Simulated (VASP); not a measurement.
Wanted: the native input for a VASP 6.6.1 run.

* Task: single point
* Functional: r2SCAN
* Potentials or basis: VASP PAW PBE potentials, release 64 (Pt)
* Cutoff: 520 eV
* k mesh: 12 × 12 × 6
* Occupations: fermi-dirac, width 0.1 eV
* Spin: no spin polarisation
* Dipole correction: no
* Further INCAR settings: ALGO = Normal; EDIFF = 1e-06; NBANDS = 17

The system is Pt.

```
Pt
1.0
     2.80890    0.00000    0.00000
    -1.40445    2.43258    0.00000
     0.00000    0.00000    4.87586
Pt
2
Direct
  0.66667 0.33333 0.75000
  0.33333 0.66667 0.25000
```

This isn't the form of Pt at room conditions, which is fcc.

One way to write it, as run:

POSCAR

```
Pt
1.0
    2.8088969673      0.0000000000      0.0000000000
   -1.4044484836      2.4325762449      0.0000000000
    0.0000000000      0.0000000000      4.8758562823
Pt
2
Direct
    0.6666666667      0.3333333333      0.7500000000
    0.3333333333      0.6666666667      0.2500000000
```

INCAR.step1

```
  ALGO = Normal
  EDIFF = 1E-4
  ENCUT = 520
  GGA = PE
  ISMEAR = -1
  LASPH = T
  LCHARG = F
  LREAL = F
  LWAVE = T
  NBANDS = 17
  NELM = 100
  PREC = Accurate
  SIGMA = 0.1
```

INCAR.step2

```
  ALGO = Normal
  EDIFF = 1E-6
  ENCUT = 520
  ISIF = 2
  ISMEAR = -1
  ISTART = 1
  LASPH = T
  LCHARG = T
  LELF = T
  LMIXTAU = T
  LREAL = F
  LVHAR = T
  LWAVE = F
  METAGGA = R2SCAN
  NBANDS = 17
  NELM = 100
  PREC = Accurate
  SIGMA = 0.1
```

KPOINTS

```
k-points
0
Gamma
  12 12 6
```

Potentials or basis: VASP PAW PBE potentials, release 64 (Pt).

The run is started by

```sh
$ cat potpaw_PBE.64/Pt/POTCAR > POTCAR
$ cp INCAR.step1 INCAR
$ mpirun -np 1 vasp_std > vasp.out
$ cp INCAR.step2 INCAR
$ mpirun -np 1 vasp_std > vasp.out
```

It gave:

```
Pressure               : -16.1 GPa
Band gap on the k mesh : zero (bands 10 and 11 overlap by 1.26 eV)
```

Caveat: the cell stands under tension; the PAW data sets were made with another functional, which shifts forces and pressure a little; spin-orbit coupling is left out, which moves the levels of the heavy elements.

Run time: 3 min on 1 thread of Intel Xeon 8259CL, on a shared host, peak memory 0.19 GiB.
